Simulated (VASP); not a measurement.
# Nb (Fd-3m) in VASP: further runs

The runs below take Nb through single point, with RPBE.

All numbers are computed with VASP 6.6.1; they aren't measurements. Logs are shortened: lines on timing, memory, paths and dates and some standing lists are left out, and cuts for length are marked.

## Step 1: The cell of the first run

The structure is cubic, space group Fd-3m (No. 227). Conventional cell: a = 5.969 Å, b = 5.969 Å, c = 5.969 Å, α = 90.00°, β = 90.00°, γ = 90.00°. Within 3.4 Å of Nb (site symmetry -43m) lie 4 Nb at 2.58 Å.

## Step 2: Single point, RPBE

The input, INCAR:

```
ALGO = Normal
EDIFF = 1E-6
ENCUT = 520
GGA = RP
ISIF = 2
ISMEAR = -1
LASPH = True
LCHARG = False
LREAL = False
LWAVE = False
NBANDS = 20
NELM = 100
PREC = Accurate
SIGMA = 0.1
```

The input, KPOINTS:

```
k-points
0
Gamma
  9 9 9
```

The input, POSCAR:

```
Nb
1.0
    0.0000000000      2.9844959822      2.9844959822
    2.9844959822      0.0000000000      2.9844959822
    2.9844959822      2.9844959822      0.0000000000
Nb
2
Direct
    0.1250000000      0.1250000000      0.1250000000
    0.8750000000      0.8750000000      0.8750000000
```

Potentials or basis: VASP PAW PBE potentials, release 64 (Nb_sv).

On the command line:

```
$ cat potpaw_PBE.64/Nb_sv/POTCAR > POTCAR
$ mpirun -np 1 vasp_std > vasp.out
```

OUTCAR:

```text
EDIFF = 1E-6
   ENCUT = 520
   GGA = RP
   ISIF = 2
   ISMEAR = -1
   LASPH = True
   LREAL = False
   NELM = 100
   PREC = Accurate

 ion  position               nearest neighbor table
   1  0.125  0.125  0.125-   2 2.58   2 2.58   2 2.58   2 2.58
   2  0.875  0.875  0.875-   1 2.58   1 2.58   1 2.58   1 2.58

  LATTYP: Found a face centered cubic cell.
 ALAT       =     5.9689919644

  Lattice vectors:

 A1 = (   0.0000000000,   2.9844959822,   2.9844959822)
 A2 = (   2.9844959822,   0.0000000000,   2.9844959822)
 A3 = (   2.9844959822,   2.9844959822,   0.0000000000)

Analysis of symmetry for initial positions (statically):
=====================================================================
 Subroutine PRICEL returns:
 Original cell was already a primitive cell.

 Routine SETGRP: Setting up the symmetry group for a
 face centered cubic supercell.

 Subroutine GETGRP returns: Found 48 space group operations
 (whereof 12 operations were pure point group operations)
 out of a pool of 48 trial point group operations.

The static configuration has the point symmetry D_3d.
 The point group associated with its full space group is O_h .

Analysis of symmetry for dynamics (positions and initial velocities):
=====================================================================
 Subroutine PRICEL returns:
 Original cell was already a primitive cell.

 Routine SETGRP: Setting up the symmetry group for a
 face centered cubic supercell.

 Subroutine GETGRP returns: Found 48 space group operations
 (whereof 12 operations were pure point group operations)
 out of a pool of 48 trial point group operations.

The dynamic configuration has the point symmetry D_3d.
 The point group associated with its full space group is O_h .

 Subroutine INISYM returns: Found 48 space group operations
 (whereof 12 operations are pure point group operations),
 and found     1 'primitive' translations

----------------------------------------------------------------------------------------

                                     Primitive cell

  volume of cell :      53.1671

  direct lattice vectors                    reciprocal lattice vectors
     0.000000000  2.984495982  2.984495982    -0.167532475  0.167532475  0.167532475
     2.984495982  0.000000000  2.984495982     0.167532475 -0.167532475  0.167532475
     2.984495982  2.984495982  0.000000000     0.167532475  0.167532475 -0.167532475

  length of vectors
     4.220714695  4.220714695  4.220714695     0.290174759  0.290174759  0.290174759

  position of ions in fractional coordinates (direct lattice)
     0.125000000  0.125000000  0.125000000
     0.875000000  0.875000000  0.875000000

  ion indices of the primitive-cell ions
   primitive index   ion index
                 1           1
                 2           2

----------------------------------------------------------------------------------------

 KPOINTS: k-points

Automatic generation of k-mesh.
 Grid dimensions read from file:
 generate k-points for:    9    9    9

 Generating k-lattice:

  Cartesian coordinates                     Fractional coordinates (reciprocal lattice)
    -0.018614719  0.018614719  0.018614719     0.111111111  0.000000000  0.000000000
     0.018614719 -0.018614719  0.018614719     0.000000000  0.111111111  0.000000000
     0.018614719  0.018614719 -0.018614719     0.000000000  0.000000000  0.111111111

  Length of vectors
     0.032241640  0.032241640  0.032241640

  Shift w.r.t. Gamma in fractional coordinates (k-lattice)
     0.000000000  0.000000000  0.000000000

 Subroutine IBZKPT returns following result:
 ===========================================

 Found     35 irreducible k-points:

 Following reciprocal coordinates:
            Coordinates               Weight
  0.000000  0.000000  0.000000      1.000000
  0.111111  0.000000  0.000000      8.000000
  0.222222  0.000000  0.000000      8.000000
  0.333333  0.000000  0.000000      8.000000
  0.444444  0.000000  0.000000      8.000000
  0.111111  0.111111  0.000000      6.000000
[... 16 lines left out ...]
 -0.333333  0.333333  0.000000     12.000000
  0.444444  0.444444  0.000000      6.000000
 [... further k-points ...]
   k-points           NKPTS =     35   k-points in BZ     NKDIM =     35   number of bands    NBANDS=     20
   number of dos      NEDOS =    301   number of ions     NIONS =      2
   total plane-waves  NPLWV =  32768
   dimension x,y,z NGX =    32 NGY =   32 NGZ =   32
   dimension x,y,z NGXF=    64 NGYF=   64 NGZF=   64
   ions per type =               2
   NGX,Y,Z   is equivalent  to a cutoff of  12.60, 12.60, 12.60 a.u.
   NGXF,Y,Z  is equivalent  to a cutoff of  25.21, 25.21, 25.21 a.u.
 SYSTEM =  unknown system
   PREC   = accura    normal or accurate (medium, high low for compatibility)
   ISTART =      0    job   : 0-new  1-cont  2-samecut
   ICHARG =      2    charge: 1-file 2-atom 10-const
   ISPIN  =      1    spin polarized calculation?
   LNONCOLLINEAR =      F non collinear calculations
   LSORBIT =      F    spin-orbit coupling
   LASPH  =      T    aspherical Exc in radial PAW
   ENCUT  =  520.0 eV  38.22 Ry    6.18 a.u.   7.85  7.85  7.85*2*pi/ulx,y,z
   NELM   =    100;   NELMIN=  2; NELMDL= -5     # of ELM steps
   EDIFF  = 0.1E-05   stopping-criterion for ELM
   LREAL  =      F    real-space projection
   EDIFFG = 0.1E-04   stopping-criterion for IOM
   NSW    =      0    number of steps for IOM
   IBRION =     -1    ionic relax: 0-MD 1-quasi-New 2-CG
   NFREE  =      0    steps in history (QN), initial steepest desc. (CG)
   ISIF   =      2    stress and relaxation
   ISYM   =      2    0-nonsym 1-usesym 2-fastsym
   POTIM  = 0.5000    time-step for ionic-motion
   TEBEG  =    0.0;   TEEND  =   0.0 temperature during run
   PSTRESS=    0.0 pullay stress
   NELECT =      26.0000    total number of electrons
   NUPDOWN=      -1.0000    fix difference up-down
   EMIN   =  10.00;   EMAX   =-10.00  energy-range for DOS
   EFERMI =   0.00;   METHOD = LEGACY
   ISMEAR =    -1;   SIGMA  =   0.10  broadening in eV -4-tet -1-fermi 0-gaus
   EFERMI_NEDOS =   21; number of points for ismear=-14 and -15
   IALGO  =     38    algorithm
   IMIX   =      4    mixing-type and parameters
     AMIX     =   0.40;   BMIX     =  1.00
     AMIX_MAG =   1.60;   BMIX_MAG =  1.00
  volume/ion in A,a.u.               =      26.58       179.39
  Fermi-wavevector in a.u.,A,eV,Ry     =   1.289788  2.437346 22.634009  1.663553
  Thomas-Fermi vector in A             =   2.421659
   LORBIT       =      0    0 simple, 1 ext, 2 COOP (PROOUT), +10 PAW based schemes
   GGA     = RP    functional components
   LHFCALC =     F    Hartree Fock is set to
   AEXX    =    0.0000 exact exchange contribution
   IVDW    =     0    specifies the selected vdW correction
   LEPSILON=     F    determine dielectric tensor
   LRPA    =     F    only Hartree local field effects (RPA)
 non-spin polarized calculation
  energy-cutoff  :      520.00
  volume of cell :       53.17
 maximum number of plane-waves:      1459
   NGX = 15   NGY = 15   NGZ = 15

 number of electron      25.9999998 magnetization

 Free energy of the ion-electron system (eV)
  ---------------------------------------------------
  ext. energy  EPLUGINS =         0.00000000
  ---------------------------------------------------
  free energy    TOTEN  =       -14.46256537 eV

  energy without entropy =      -14.33964357  energy(sigma->0) =      -14.40110447

 E-fermi :   6.4779     XC(G=0): -10.1028

 val. band max:        6.4350216915   @ k =   0.4444   0.1111   0.0000
 cond. band min:       6.4806309413   @ k =  -0.4444   0.3333   0.1111
 fundamental gap:      0.0456092498
 Fermi energy:         6.4779292036

 k-point     1 :       0.0000    0.0000    0.0000
  band No.  band energies     occupation
      1     -48.0249      2.00000
      2     -47.4094      2.00000
      3     -24.4046      2.00000
      4     -24.4046      2.00000
      5     -24.4046      2.00000
      6     -23.3688      2.00000
[... 12 lines left out ...]
     19      11.5325      0.00000
     20      16.8939      0.00000

 k-point     2 :       0.1111    0.0000    0.0000
  band No.  band energies     occupation
      1     -48.0115      2.00000
      2     -47.4237      2.00000
      3     -24.4204      2.00000
      4     -24.4204      2.00000
      5     -24.4039      2.00000
      6     -23.3699      2.00000
[... 12 lines left out ...]
     19      11.4988      0.00000
     20      16.2223      0.00000

 k-point     3 :       0.2222    0.0000    0.0000
  band No.  band energies     occupation
      1     -47.9743      2.00000
      2     -47.4631      2.00000
      3     -24.4583      2.00000
      4     -24.4583      2.00000
      5     -24.4029      2.00000
      6     -23.3715      2.00000
[... 12 lines left out ...]
     19      11.3769      0.00000
     20      15.4227      0.00000

 k-point     4 :       0.3333    0.0000    0.0000
  band No.  band energies     occupation
      1     -47.9234      2.00000
      2     -47.5165      2.00000
      3     -24.4982      2.00000
      4     -24.4982      2.00000
      5     -24.4034      2.00000
      6     -23.3716      2.00000
[... 12 lines left out ...]
     19      11.1243      0.00000
     20      13.2205      0.00000

 k-point     5 :       0.4444    0.0000    0.0000
  band No.  band energies     occupation
      1     -47.8813      2.00000
      2     -47.5602      2.00000
      3     -24.5228      2.00000
      4     -24.5228      2.00000
      5     -24.4047      2.00000
      6     -23.3705      2.00000
[... 12 lines left out ...]
     19      10.7930      0.00000
     20      11.6446      0.00000

 k-point     6 :       0.1111    0.1111    0.0000
  band No.  band energies     occupation
      1     -48.0069      2.00000
      2     -47.4286      2.00000
      3     -24.4392      2.00000
      4     -24.4392      2.00000
      5     -24.3737      2.00000
      6     -23.4020      2.00000
[... 12 lines left out ...]
     19      11.6718      0.00000
     20      16.0880      0.00000

 k-point     7 :       0.2222    0.1111    0.0000
  band No.  band energies     occupation
      1     -47.9771      2.00000
      2     -47.4601      2.00000
      3     -24.4785      2.00000
      4     -24.4783      2.00000
      5     -24.3483      2.00000
      6     -23.4284      2.00000
[... 12 lines left out ...]
     19      11.6943      0.00000
     20      15.7395      0.00000
[... 277 lines left out ...]
 k-point    20 :       0.3333    0.3333    0.0000
  band No.  band energies     occupation
      1     -47.8746      2.00000
      2     -47.5671      2.00000
      3     -24.5963      2.00000
      4     -24.5963      2.00000
      5     -24.1501      2.00000
      6     -23.6376      2.00000
[... 12 lines left out ...]
     19      11.6761      0.00000
     20      13.8317      0.00000

 k-point    21 :       0.4444    0.3333    0.0000
  band No.  band energies     occupation
      1     -47.8239      2.00000
      2     -47.6192      2.00000
      3     -24.6328      2.00000
      4     -24.6186      2.00000
      5     -24.0756      2.00000
      6     -23.7105      2.00000
[... 12 lines left out ...]
     19      11.5638      0.00000
     20      12.4764      0.00000

 k-point    22 :      -0.4444    0.3333    0.0000
  band No.  band energies     occupation
      1     -47.7809      2.00000
      2     -47.6630      2.00000
      3     -24.6660      2.00000
      4     -24.6153      2.00000
      5     -24.0355      2.00000
      6     -23.7435      2.00000
[... 12 lines left out ...]
     19      11.0779      0.00000
     20      11.4407      0.00000

 k-point    23 :      -0.3333    0.3333    0.0000
  band No.  band energies     occupation
      1     -47.7986      2.00000
      2     -47.6449      2.00000
      3     -24.6742      2.00000
      4     -24.5876      2.00000
      5     -24.0964      2.00000
      6     -23.6760      2.00000
[... 12 lines left out ...]
     19      11.4803      0.00000
     20      11.7168      0.00000

 k-point    24 :       0.4444    0.4444    0.0000
  band No.  band energies     occupation
      1     -47.7753      2.00000
      2     -47.6686      2.00000
      3     -24.6428      2.00000
      4     -24.6428      2.00000
      5     -23.9845      2.00000
      6     -23.8071      2.00000
[... 12 lines left out ...]
     19      11.6373      0.00000
     20      12.0270      0.00000

 [... further k-points ...]
[... 5 lines left out ...]
  --------------------------------------------------------------------------------------
  -------------------------------------------------------------------------------------
  Total       -0.0259156     -0.0259156     -0.0259156      0.0000000     -0.0000000      0.0000000
  in kB       -0.7809609     -0.7809609     -0.7809609      0.0000000     -0.0000000      0.0000000
  external PRESSURE =      -0.7809609 kB  Pullay stress =       0.0000000 kB

 VOLUME and BASIS-vectors are now :
 -----------------------------------------------------------------------------
  energy-cutoff  :      520.00
  volume of cell :       53.17
      direct lattice vectors                 reciprocal lattice vectors
     0.000000000  2.984495982  2.984495982    -0.167532475  0.167532475  0.167532475
     2.984495982  0.000000000  2.984495982     0.167532475 -0.167532475  0.167532475
     2.984495982  2.984495982  0.000000000     0.167532475  0.167532475 -0.167532475

 POSITION                                       TOTAL-FORCE (eV/Angst)
 -----------------------------------------------------------------------------------
      0.74612      0.74612      0.74612        -0.000000     -0.000000     -0.000000
      5.22287      5.22287      5.22287         0.000000      0.000000      0.000000
 -----------------------------------------------------------------------------------
    total drift:                                0.000000      0.000000     -0.000000

  FREE ENERGIE OF THE ION-ELECTRON SYSTEM (eV)
  ---------------------------------------------------
  free  energy   TOTEN  =       -14.4625653668 eV

  energy  without entropy=      -14.3396435747  energy(sigma->0) =      -14.40110447
```

It took 27 s on 1 thread of Intel Xeon Platinum 8488C (Sapphire Rapids), shared host; peak memory 0.18 GiB.

What came out:

- Free energy: -14.4626 eV
- Pressure: -0.1 GPa
- Band gap on the k mesh: zero (band 13 reaches 6.81 eV, above the bottom of band 14 at 5.86 eV)

Caveat: the PAW data sets were made with another functional, which shifts forces and pressure a little.

## Step 3: Single point, RPBE (volume scaled by 0.88)

The input, INCAR:

```
SYSTEM = Nb
  PREC = Accurate
  ENCUT = 520
  EDIFF = 1E-6
  ISMEAR = -1
  SIGMA = 0.1
  LREAL = .False.
  LASPH = .True.
  NELM = 80
  ALGO = Normal
  ISIF = 2
  LWAVE = .False.
  LCHARG = .False.
  GGA = RP
  NBANDS = 20
```

The input, KPOINTS:

```
regular mesh
0
Gamma
  10 10 10
  0 0 0
```

The input, POSCAR:

```
Nb
1.0
    0.0000000000      2.8599946625      2.8599946625
    2.8599946625      0.0000000000      2.8599946625
    2.8599946625      2.8599946625      0.0000000000
Nb
2
Direct
    0.1250000000      0.1250000000      0.1250000000
    0.8750000000      0.8750000000      0.8750000000
```

Potentials or basis: VASP PAW PBE potentials, release 64 (Nb_sv).

On the command line:

```
$ cat potpaw_PBE.64/Nb_sv/POTCAR > POTCAR
$ mpirun -np 1 vasp_std > vasp.out
```

OUTCAR:

```text
SYSTEM = Nb
   PREC = Accurate
   ENCUT = 520
   EDIFF = 1E-6
   ISMEAR = -1
   LREAL = .False.
   LASPH = .True.
   NELM = 80
   ISIF = 2
   GGA = RP

 ion  position               nearest neighbor table
   1  0.125  0.125  0.125-   2 2.48   2 2.48   2 2.48   2 2.48
   2  0.875  0.875  0.875-   1 2.48   1 2.48   1 2.48   1 2.48

  LATTYP: Found a face centered cubic cell.
 ALAT       =     5.7199893250

  Lattice vectors:

 A1 = (   0.0000000000,   2.8599946625,   2.8599946625)
[... 189 lines left out ...]
      3     -23.1946      2.00000
      4     -23.1946      2.00000
      5     -23.1946      2.00000
      6     -21.7847      2.00000
[... 541 lines left out ...]
     19      13.6721      0.00000
     20      15.3358      0.00000

 [... further k-points ...]
[... 5 lines left out ...]
  --------------------------------------------------------------------------------------
  -------------------------------------------------------------------------------------
  Total        2.9254884      2.9254884      2.9254884      0.0000000     -0.0000000      0.0000000
  in kB      100.1805252    100.1805252    100.1805252      0.0000000     -0.0000000      0.0000000
  external PRESSURE =     100.1805252 kB  Pullay stress =       0.0000000 kB

 VOLUME and BASIS-vectors are now :
 -----------------------------------------------------------------------------
  energy-cutoff  :      520.00
  volume of cell :       46.79
      direct lattice vectors                 reciprocal lattice vectors
     0.000000000  2.859994663  2.859994663    -0.174825501  0.174825501  0.174825501
     2.859994663  0.000000000  2.859994663     0.174825501 -0.174825501  0.174825501
     2.859994663  2.859994663  0.000000000     0.174825501  0.174825501 -0.174825501

 POSITION                                       TOTAL-FORCE (eV/Angst)
 -----------------------------------------------------------------------------------
      0.71500      0.71500      0.71500         0.000000     -0.000000     -0.000000
      5.00499      5.00499      5.00499        -0.000000      0.000000      0.000000
 -----------------------------------------------------------------------------------
    total drift:                               -0.000000      0.000000      0.000000

  FREE ENERGIE OF THE ION-ELECTRON SYSTEM (eV)
  ---------------------------------------------------
  free  energy   TOTEN  =       -14.2796653592 eV

  energy  without entropy=      -14.1766905390  energy(sigma->0) =      -14.22817795
```

OSZICAR:

```text
N       E                     dE             d eps       ncg     rms          rms(c)
DAV:   1     0.302498805617E+03    0.30250E+03   -0.14835E+04  1880   0.132E+03
DAV:   2     0.855326622472E+01   -0.29395E+03   -0.28600E+03  2252   0.520E+02
DAV:   3    -0.133132691369E+02   -0.21867E+02   -0.20857E+02  3632   0.104E+02
DAV:   4    -0.142556423386E+02   -0.94237E+00   -0.92567E+00  2544   0.184E+01
DAV:   5    -0.143073354894E+02   -0.51693E-01   -0.51531E-01  3292   0.413E+00    0.862E+00
DAV:   6    -0.142422156596E+02    0.65120E-01   -0.33896E-01  3108   0.558E+00    0.397E+00
DAV:   7    -0.142690430489E+02   -0.26827E-01   -0.10955E-01  3388   0.343E+00    0.115E+00
DAV:   8    -0.142795931638E+02   -0.10550E-01   -0.29562E-02  3108   0.148E+00    0.230E-01
DAV:   9    -0.142795361989E+02    0.56965E-04   -0.19929E-03  2976   0.334E-01    0.148E-01
DAV:  10    -0.142796686133E+02   -0.13241E-03   -0.36978E-04  2332   0.217E-01    0.178E-02
DAV:  11    -0.142796661136E+02    0.24997E-05   -0.15039E-05  2892   0.300E-02    0.489E-03
DAV:  12    -0.142796653592E+02    0.75436E-06   -0.10042E-06  1476   0.135E-02
   1 F= -.14279665E+02 E0= -.14228178E+02  d E =-.102975E+00
```

stdout:

```text
POSCAR found type information on POSCAR Nb
 POSCAR found :  1 types and       2 ions
 scaLAPACK will be used
 -----------------------------------------------------------------------------
|                                                                             |
|                                                                             |
|     You enforced a specific xc type in the INCAR file but a different       |
|     I HOPE YOU KNOW WHAT YOU ARE DOING!                                     |
|                                                                             |
 -----------------------------------------------------------------------------

 LDA part: xc-table for (Slater+PW92), standard interpolation
 POSCAR, INCAR and KPOINTS ok, starting setup
 FFT: planning ... GRIDC
 FFT: planning ... GRID_SOFT
 FFT: planning ... GRID
 WAVECAR not read
 entering main loop
```

Wall time 36 s (1 thread of Intel Xeon Platinum 8488C (Sapphire Rapids), shared host); peak memory 0.18 GiB.

What came out:

| Property | Result |
| --- | --- |
| Free energy | -14.2797 eV |
| Pressure | 10.0 GPa |
| Band gap on the k mesh | zero (band 13 reaches 8.57 eV, above the bottom of band 14 at 6.94 eV) |

Caveat: the PAW data sets were made with another functional, which shifts forces and pressure a little.

(Part 1 of 2 ends here.)
